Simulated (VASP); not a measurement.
# Yb3InC (Pm-3m) in VASP: further runs

Yb3InC is run at these levels: PBE; tasks: single point.

Everything below comes from runs of VASP 6.6.1. Logs are shortened: lines on timing, memory, paths and dates and some standing lists are left out, and cuts for length are marked.

## Step 1: The cell of the first run

It takes space group Pm-3m (No. 221, cubic). The conventional cell has a = 5.063 Å, b = 5.063 Å, c = 5.063 Å, α = 90.00°, β = 90.00°, γ = 90.00°. Yb (site symmetry 4/mmm) has 2 C at 2.53 Å within 3.3 Å. Within 4.7 Å of In (site symmetry m-3m) lie 12 Yb at 3.58 Å and 8 C at 4.38 Å. Within 3.3 Å of C (site symmetry m-3m) lie 6 Yb at 2.53 Å.

## Step 2: Single point, PBE

The input, INCAR:

```
SYSTEM = Yb3InC
PREC = Accurate ; ENCUT = 600
EDIFF = 1E-6 ; ISMEAR = -1
SIGMA = 0.5 ; LREAL = .False.
LASPH = .True. ; NELM = 200
ALGO = Normal ; ISIF = 2
LWAVE = .False. ; LCHARG = .False.
GGA = PE ; NBANDS = 52
GGA_COMPAT = .False. ; LMAXMIX = 6
```

The input, KPOINTS:

```
Automatic mesh
0
Gamma
  4 4 4
  0 0 0
```

The input, POSCAR:

```
Yb3InC
1.0
    5.0632000000      0.0000000000      0.0000000000
    0.0000000000      5.0632000000      0.0000000000
    0.0000000000      0.0000000000      5.0632000000
Yb In C
3 1 1
Direct
    0.5000000000      0.0000000000      0.5000000000
    0.0000000000      0.5000000000      0.5000000000
    0.5000000000      0.5000000000      0.0000000000
    0.0000000000      0.0000000000      0.0000000000
    0.5000000000      0.5000000000      0.5000000000
```

Potentials or basis: VASP PAW PBE potentials, release 64 (Yb, In_d, C).

On the command line:

```console
cat potpaw_PBE.64/Yb/POTCAR potpaw_PBE.64/In_d/POTCAR potpaw_PBE.64/C/POTCAR > POTCAR
mpirun -np 1 vasp_std > vasp.out
```

OUTCAR:

```text
SYSTEM = Yb3InC
   PREC = Accurate
   ENCUT = 600
   EDIFF = 1E-6
   ISMEAR = -1
   LREAL = .False.
   LASPH = .True.
   NELM = 200
   ISIF = 2
   GGA = PE

 ion  position               nearest neighbor table
   1  0.500  0.000  0.500-   5 2.53   5 2.53   4 3.58   2 3.58   3 3.58   4 3.58   2 3.58   3 3.58
                             3 3.58   3 3.58   2 3.58   4 3.58   4 3.58   2 3.58
   2  0.000  0.500  0.500-   5 2.53   5 2.53   4 3.58   1 3.58   3 3.58   4 3.58   1 3.58   4 3.58
                             4 3.58   1 3.58   3 3.58   3 3.58   3 3.58   1 3.58
   3  0.500  0.500  0.000-   5 2.53   5 2.53   4 3.58   1 3.58   1 3.58   2 3.58   2 3.58   1 3.58
                             4 3.58   1 3.58   2 3.58   4 3.58   2 3.58   4 3.58
   4  0.000  0.000  0.000-   1 3.58   2 3.58   3 3.58   1 3.58   2 3.58   2 3.58   3 3.58   2 3.58
                             1 3.58   3 3.58   1 3.58   3 3.58
   5  0.500  0.500  0.500-   1 2.53   2 2.53   3 2.53   3 2.53   1 2.53   2 2.53

  LATTYP: Found a simple cubic cell.
 ALAT       =     5.0632000000

  Lattice vectors:

 A1 = (   5.0632000000,   0.0000000000,   0.0000000000)
 A2 = (   0.0000000000,   5.0632000000,   0.0000000000)
 A3 = (   0.0000000000,   0.0000000000,   5.0632000000)

Analysis of symmetry for initial positions (statically):
=====================================================================
 Subroutine PRICEL returns:
 Original cell was already a primitive cell.

 Routine SETGRP: Setting up the symmetry group for a
 simple cubic supercell.

 Subroutine GETGRP returns: Found 48 space group operations
 (whereof 48 operations were pure point group operations)
 out of a pool of 48 trial point group operations.

The static configuration has the point symmetry O_h .

Analysis of symmetry for dynamics (positions and initial velocities):
=====================================================================
 Subroutine PRICEL returns:
 Original cell was already a primitive cell.

 Routine SETGRP: Setting up the symmetry group for a
 simple cubic supercell.

 Subroutine GETGRP returns: Found 48 space group operations
 (whereof 48 operations were pure point group operations)
 out of a pool of 48 trial point group operations.

The dynamic configuration has the point symmetry O_h .

 Subroutine INISYM returns: Found 48 space group operations
 (whereof 48 operations are pure point group operations),
 and found     1 'primitive' translations

----------------------------------------------------------------------------------------

                                     Primitive cell

  volume of cell :     129.8002

  direct lattice vectors                    reciprocal lattice vectors
     5.063200000  0.000000000  0.000000000     0.197503555  0.000000000  0.000000000
     0.000000000  5.063200000  0.000000000     0.000000000  0.197503555  0.000000000
     0.000000000  0.000000000  5.063200000     0.000000000  0.000000000  0.197503555

  length of vectors
     5.063200000  5.063200000  5.063200000     0.197503555  0.197503555  0.197503555

  position of ions in fractional coordinates (direct lattice)
     0.500000000  0.000000000  0.500000000
     0.000000000  0.500000000  0.500000000
     0.500000000  0.500000000  0.000000000
     0.000000000  0.000000000  0.000000000
     0.500000000  0.500000000  0.500000000

  ion indices of the primitive-cell ions
   primitive index   ion index
                 1           1
                 2           2
                 3           3
                 4           4
                 5           5

----------------------------------------------------------------------------------------

 KPOINTS: Automatic mesh

Automatic generation of k-mesh.
 Grid dimensions read from file:
 generate k-points for:    4    4    4

 Generating k-lattice:

  Cartesian coordinates                     Fractional coordinates (reciprocal lattice)
     0.049375889  0.000000000  0.000000000     0.250000000  0.000000000  0.000000000
     0.000000000  0.049375889  0.000000000     0.000000000  0.250000000  0.000000000
     0.000000000  0.000000000  0.049375889     0.000000000  0.000000000  0.250000000

  Length of vectors
     0.049375889  0.049375889  0.049375889

  Shift w.r.t. Gamma in fractional coordinates (k-lattice)
     0.000000000  0.000000000  0.000000000

 Subroutine IBZKPT returns following result:
 ===========================================

 Found     10 irreducible k-points:

 Following reciprocal coordinates:
            Coordinates               Weight
  0.000000  0.000000  0.000000      1.000000
  0.250000  0.000000  0.000000      6.000000
  0.500000  0.000000  0.000000      3.000000
  0.250000  0.250000  0.000000     12.000000
  0.500000  0.250000  0.000000     12.000000
  0.500000  0.500000  0.000000      3.000000
  0.250000  0.250000  0.250000      8.000000
  0.500000  0.250000  0.250000     12.000000
  0.500000  0.500000  0.250000      6.000000
  0.500000  0.500000  0.500000      1.000000
   k-points           NKPTS =     10   k-points in BZ     NKDIM =     10   number of bands    NBANDS=     52
   number of dos      NEDOS =    301   number of ions     NIONS =      5
   total plane-waves  NPLWV =  64000
   dimension x,y,z NGX =    40 NGY =   40 NGZ =   40
   dimension x,y,z NGXF=    80 NGYF=   80 NGZF=   80
   ions per type =               3   1   1
   NGX,Y,Z   is equivalent  to a cutoff of  13.13, 13.13, 13.13 a.u.
   NGXF,Y,Z  is equivalent  to a cutoff of  26.27, 26.27, 26.27 a.u.
 SYSTEM =  Yb3InC
   PREC   = accura    normal or accurate (medium, high low for compatibility)
   ISTART =      0    job   : 0-new  1-cont  2-samecut
   ICHARG =      2    charge: 1-file 2-atom 10-const
   ISPIN  =      1    spin polarized calculation?
   LNONCOLLINEAR =      F non collinear calculations
   LSORBIT =      F    spin-orbit coupling
   LASPH  =      T    aspherical Exc in radial PAW
   ENCUT  =  600.0 eV  44.10 Ry    6.64 a.u.  10.11 10.11 10.11*2*pi/ulx,y,z
   NELM   =    200;   NELMIN=  2; NELMDL= -5     # of ELM steps
   EDIFF  = 0.1E-05   stopping-criterion for ELM
   LREAL  =      F    real-space projection
   EDIFFG = 0.1E-04   stopping-criterion for IOM
   NSW    =      0    number of steps for IOM
   IBRION =     -1    ionic relax: 0-MD 1-quasi-New 2-CG
   NFREE  =      0    steps in history (QN), initial steepest desc. (CG)
   ISIF   =      2    stress and relaxation
   ISYM   =      2    0-nonsym 1-usesym 2-fastsym
   POTIM  = 0.5000    time-step for ionic-motion
   TEBEG  =    0.0;   TEEND  =   0.0 temperature during run
   PSTRESS=    0.0 pullay stress
   NELECT =      89.0000    total number of electrons
   NUPDOWN=      -1.0000    fix difference up-down
   EMIN   =  10.00;   EMAX   =-10.00  energy-range for DOS
   EFERMI =   0.00;   METHOD = LEGACY
   ISMEAR =    -1;   SIGMA  =   0.50  broadening in eV -4-tet -1-fermi 0-gaus
   EFERMI_NEDOS =   21; number of points for ismear=-14 and -15
   IALGO  =     38    algorithm
   IMIX   =      4    mixing-type and parameters
     AMIX     =   0.40;   BMIX     =  1.00
     AMIX_MAG =   1.60;   BMIX_MAG =  1.00
  volume/ion in A,a.u.               =      25.96       175.19
  Fermi-wavevector in a.u.,A,eV,Ry     =   1.443598  2.728006 28.354223  2.083977
  Thomas-Fermi vector in A             =   2.561988
   LORBIT       =      0    0 simple, 1 ext, 2 COOP (PROOUT), +10 PAW based schemes
   GGA     = PE    functional components
   LHFCALC =     F    Hartree Fock is set to
   AEXX    =    0.0000 exact exchange contribution
   IVDW    =     0    specifies the selected vdW correction
   LEPSILON=     F    determine dielectric tensor
   LRPA    =     F    only Hartree local field effects (RPA)
 non-spin polarized calculation
  energy-cutoff  :      600.00
  volume of cell :      129.80
 maximum number of plane-waves:      4385
   NGX = 21   NGY = 21   NGZ = 21

 number of electron      89.0000076 magnetization

 Free energy of the ion-electron system (eV)
  ---------------------------------------------------
  ext. energy  EPLUGINS =         0.00000000
  ---------------------------------------------------
  free energy    TOTEN  =       -27.01018942 eV

  energy without entropy =      -21.27842655  energy(sigma->0) =      -24.14430798

 E-fermi :   2.9724     XC(G=0): -10.1351

 val. band max:        2.8750196846   @ k =   0.2500   0.2500   0.0000
 cond. band min:       3.1087878640   @ k =   0.2500   0.0000   0.0000
 fundamental gap:      0.2337681793
 Fermi energy:         2.9724098997

 k-point     1 :       0.0000    0.0000    0.0000
  band No.  band energies     occupation
      1     -49.3290      2.00000
      2     -49.3038      2.00000
      3     -49.3038      2.00000
      4     -21.6257      2.00000
      5     -21.6257      2.00000
      6     -21.6257      2.00000
[... 44 lines left out ...]
     51       4.6916      0.06224
     52       5.5125      0.01236

 k-point     2 :       0.2500    0.0000    0.0000
  band No.  band energies     occupation
      1     -49.3258      2.00000
      2     -49.3070      2.00000
      3     -49.3037      2.00000
      4     -21.6034      2.00000
      5     -21.6034      2.00000
      6     -21.5964      2.00000
[... 44 lines left out ...]
     51       5.7207      0.00817
     52       6.5753      0.00148

 k-point     3 :       0.5000    0.0000    0.0000
  band No.  band energies     occupation
      1     -49.3206      2.00000
      2     -49.3122      2.00000
      3     -49.3037      2.00000
      4     -21.5714      2.00000
      5     -21.5714      2.00000
      6     -21.5560      2.00000
[... 44 lines left out ...]
     51       6.0494      0.00424
     52       6.2914      0.00262
[... 276 lines left out ...]
 k-point     9 :       0.5000    0.5000    0.2500
  band No.  band energies     occupation
      1     -49.3121      2.00000
      2     -49.3121      2.00000
      3     -49.3121      2.00000
      4     -21.6533      2.00000
      5     -21.6155      2.00000
      6     -21.6155      2.00000
[... 44 lines left out ...]
     51       5.5988      0.01041
     52       6.1644      0.00337

 k-point    10 :       0.5000    0.5000    0.5000
  band No.  band energies     occupation
      1     -49.3121      2.00000
      2     -49.3121      2.00000
      3     -49.3121      2.00000
      4     -21.6566      2.00000
      5     -21.6526      2.00000
      6     -21.6526      2.00000
[... 44 lines left out ...]
     51       5.8070      0.00688
     52       5.8070      0.00688

------------------------ aborting loop because EDIFF is reached ----------------------------------------

  FORCE on cell =-STRESS in cart. coord.  units (eV):
  Direction    XX          YY          ZZ          XY          YZ          ZX
  --------------------------------------------------------------------------------------
  -------------------------------------------------------------------------------------
  Total       -3.1813038     -3.1813038     -3.1813038      0.0000000     -0.0000000      0.0000000
  in kB      -39.2681536    -39.2681536    -39.2681536      0.0000000     -0.0000000      0.0000000
  external PRESSURE =     -39.2681536 kB  Pullay stress =       0.0000000 kB

 VOLUME and BASIS-vectors are now :
 -----------------------------------------------------------------------------
  energy-cutoff  :      600.00
  volume of cell :      129.80
      direct lattice vectors                 reciprocal lattice vectors
     5.063200000  0.000000000  0.000000000     0.197503555  0.000000000  0.000000000
     0.000000000  5.063200000  0.000000000     0.000000000  0.197503555  0.000000000
     0.000000000  0.000000000  5.063200000     0.000000000  0.000000000  0.197503555

 POSITION                                       TOTAL-FORCE (eV/Angst)
 -----------------------------------------------------------------------------------
      2.53160      0.00000      2.53160         0.000000      0.000000      0.000000
      0.00000      2.53160      2.53160         0.000000      0.000000      0.000000
      2.53160      2.53160      0.00000         0.000000      0.000000      0.000000
      0.00000      0.00000      0.00000         0.000000      0.000000      0.000000
      2.53160      2.53160      2.53160         0.000000      0.000000      0.000000
 -----------------------------------------------------------------------------------
    total drift:                               -0.000000     -0.000000     -0.000000

  FREE ENERGIE OF THE ION-ELECTRON SYSTEM (eV)
  ---------------------------------------------------
  free  energy   TOTEN  =       -27.0101894150 eV

  energy  without entropy=      -21.2784265501  energy(sigma->0) =      -24.14430798
```

It took 12 min on 1 thread of Intel Xeon Platinum 8259CL at 2.50GHz (Skylake/Cascade Lake), shared host; peak memory 0.3 GiB.

What came out:

- Free energy: -27.0102 eV
- Pressure: -3.9 GPa
- Band gap on the k mesh: zero (an odd number of electrons rules out a gap without spin polarisation)

Caveat: the cell stands under tension; so wide a smearing shifts energies and pressures; spin-orbit coupling is left out, which moves the levels of the heavy elements. Spin polarisation is off, so any magnetic state and its effect on volume and gap are missing.

## Step 3: Single point, PBE

The input, INCAR:

```
PREC = Accurate ; ENCUT = 600
EDIFF = 1E-6 ; ISMEAR = -1
SIGMA = 0.3 ; LREAL = F
LASPH = T ; NELM = 200
ALGO = Normal ; ISIF = 2
LWAVE = F ; LCHARG = F
GGA = PE ; NBANDS = 52
GGA_COMPAT = F ; LMAXMIX = 6
```

The input, KPOINTS:

```
Automatic mesh
0
Gamma
  4 4 4
```

POSCAR is that of step 2.

Potentials or basis: VASP PAW PBE potentials, release 64 (Yb, In_d, C).

On the command line:

```console
cat potpaw_PBE.64/Yb/POTCAR potpaw_PBE.64/In_d/POTCAR potpaw_PBE.64/C/POTCAR > POTCAR
mpirun -np 1 vasp_std > vasp.out
```

Run time: 11 min. Hardware: 1 thread of Intel Xeon Platinum 8259CL at 2.50GHz (Skylake/Cascade Lake), shared host; peak memory 0.3 GiB.

The run converged. Its results:

- Free energy: -24.9848 eV
- Pressure: -4.0 GPa
- Band gap on the k mesh: zero (an odd number of electrons rules out a gap without spin polarisation)

Levels at points of the mesh, in eV from the Fermi level:
| k point | band 43 | band 44 | band 45 | band 46 | band 47 | band 48 | band 49 | band 50 |
| --- | --- | --- | --- | --- | --- | --- | --- | --- |
| (0.00, 0.00, 0.00) | -0.26 | -0.05 | -0.05 | 0.97 | 0.97 | 0.97 | 1.91 | 1.91 |
| (0.50, 0.00, 0.00) | -0.40 | -0.40 | -0.03 | -0.03 | 1.36 | 1.44 | 2.71 | 2.92 |
| (0.50, 0.50, 0.00) | -0.80 | -0.57 | -0.57 | -0.12 | 1.55 | 2.40 | 2.40 | 2.71 |
| (0.50, 0.50, 0.50) | -1.01 | -0.52 | -0.52 | -0.52 | 1.79 | 1.79 | 1.79 | 3.06 |

Caveat: the cell stands under tension; so wide a smearing shifts energies and pressures; spin-orbit coupling is left out, which moves the levels of the heavy elements. Spin polarisation is off, so any magnetic state and its effect on volume and gap are missing.

The gap in the log of VASP goes by the Fermi energy; the results here count the filled bands.